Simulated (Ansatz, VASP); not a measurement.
Two plane-wave programs on Sc

INCAR

```
  ALGO = Normal
  EDIFF = 1E-6
  ENCUT = 520
  GGA = PE
  ISIF = 2
  ISMEAR = 0
  LASPH = True
  LCHARG = False
  LREAL = False
  LWAVE = False
  NBANDS = 12
  NELM = 100
  PREC = Accurate
  SIGMA = 0.15
```

The input KPOINTS:

```
k-points
0
Gamma
  18 18 18
```

File POSCAR:

```
Sc
1.0
   -1.9343815159      1.9172054859      1.7367750549
    1.9000294559     -1.9172054859      1.6984309451
    1.9343815159      1.9172054859     -1.7367750549
Sc
1
Direct
    0.0000000000      0.0000000000      0.0000000000
```

Input for Ansatz:

```yaml
crystal:
  lattice:
    - [-1.9343815159, 1.9172054859, 1.7367750549]
    - [1.9000294559, -1.9172054859, 1.6984309451]
    - [1.9343815159, 1.9172054859, -1.7367750549]
  atoms:
    - { symbol: Sc, position: [0.0, 0.0, 0.0] }
basis:
  ecutwfc: 420
kpoints:
  mp_grid: { grid: [18, 18, 18] }
hamiltonian:
  xc: pbe
scf:
  occupations: { method: gaussian, width: 0.15 }
output:
  forces: true
  stress: true
  eigenvalues: true
```

Change from the starting cell: strain -0.0200 x Voigt [0, 0, 0, 0, 1, 0], atoms carried along.

Alike in both runs: task single point; functional PBE; k mesh 18 × 18 × 18; occupations gaussian, width 0.15 eV; no spin polarisation.

|  | VASP | Ansatz |
| --- | --- | --- |
| version | VASP 6.6.1 | Ansatz 0.2.0 |
| potentials or method | VASP PAW PBE potentials, release 64 (Sc_sv), cutoff 520 eV | scalar-relativistic, plane waves, PAW |
| valence electrons in the cell | 11 | 11 |

```tsv
	VASP	Ansatz	Ansatz less VASP
gap on the k mesh at the Fermi level (eV)	none	none	-
pressure (GPa)	-0.7	-0.8	-0.03
traceless stress, the component that is largest in VASP (GPa)	0.76	0.76	+0.004
```

A gap of «none» marks a metal or a gap that the smearing closes.
